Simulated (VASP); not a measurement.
Mn:

```xyz
2
Lattice="2.4836 0.0000 0.0000 -1.2418 2.1509 0.0000 0.0000 0.0000 4.0262" Properties=species:S:1:pos:R:3 pbc="T T T"
Mn    1.2418    0.7170    3.0196
Mn    0.0000    1.4339    1.0065
```

This isn't the form of Mn at room conditions, which is a 58-atom cubic cell.

```yaml
Program: VASP 6.6.1
Task: relaxation of cell and atoms
Functional: PBEsol
Potentials_or_basis: VASP PAW PBE potentials, release 64 (Mn_pv)
Cutoff: 500 eV
k_mesh: 9 × 9 × 4
Occupations: gaussian, width 0.1 eV
Spin: no spin polarisation
```

At the start: pressure -11.7 GPa; volume 10.75 Å³/atom.

Where does the relaxation end?

Over 3 steps the energy falls by 16.1 meV/atom and the volume is 10.34 Å³/atom (-3.9 %); space group P6_3/mmc (No. 194, to 0.1 Å) before and after.

The path:
| step | energy change (eV) | largest force (eV/Å) | pressure (GPa) | volume (Å³) |
| --- | --- | --- | --- | --- |
| 1 | 0.0000 | 0.0000 | -11.65 | 21.51 |
| 2 | 0.0871 | 0.0000 | 27.50 | 19.16 |
| 3 | -0.0323 | 0.0000 | -0.30 | 20.67 |

Final structure:
```
CELL_PARAMETERS angstrom
2.45142 0.00000 0.00000
-1.22571 2.12299 0.00000
0.00000 0.00000 3.97191
ATOMIC_POSITIONS crystal
Mn 0.66667 0.33333 0.75000
Mn 0.33333 0.66667 0.25000
```

Caveat: the k points lie up to 0.40 Å⁻¹ apart in the final cell, too coarse for converged energies and pressures of a metal; the PAW data sets were made with another functional, which shifts forces and pressure a little; the run has no spin polarisation, though such a crystal can be magnetic.
